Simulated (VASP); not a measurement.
HfGe3, 4 atoms in the cell. It takes space group Pm-3m (No. 221, cubic). The conventional cell has a = 5.199 Å, b = 5.199 Å, c = 5.199 Å, α = 90.00°, β = 90.00°, γ = 90.00°. Within 3.4 Å of Hf (site symmetry m-3m) lie 6 Ge at 2.60 Å. Ge (site symmetry 4/mmm) has 2 Hf at 2.60 Å within 3.4 Å. 

```yaml
Program: VASP 6.6.1
Task: single point
Functional: PBE
Potentials_or_basis: VASP PAW PBE potentials, release 64 (Hf_pv, Ge_d)
Cutoff: 520 eV
k_mesh: 10 × 10 × 10
Occupations: gaussian, width 0.1 eV
Spin: no spin polarisation
Dipole_correction: no
Further_INCAR_settings: ALGO = Normal; EDIFF = 1e-07; NBANDS = 34
```

Potentials or basis: VASP PAW PBE potentials, release 64 (Hf_pv, Ge_d).

Command:

```sh
$ cat potpaw_PBE.64/Hf_pv/POTCAR potpaw_PBE.64/Ge_d/POTCAR > POTCAR
$ mpirun -np 1 vasp_std > vasp.out
```

Hardware: 1 thread of Intel(R) Xeon(R) 6975P-C (Granite Rapids), with other jobs on the host.

Question: Estimate the wall time of this run.

Answer: It took 90 s on 1 thread of Intel(R) Xeon(R) 6975P-C (Granite Rapids) (shared host), peak memory 0.39 GiB. Counts: scf iterations 15, k points 56.
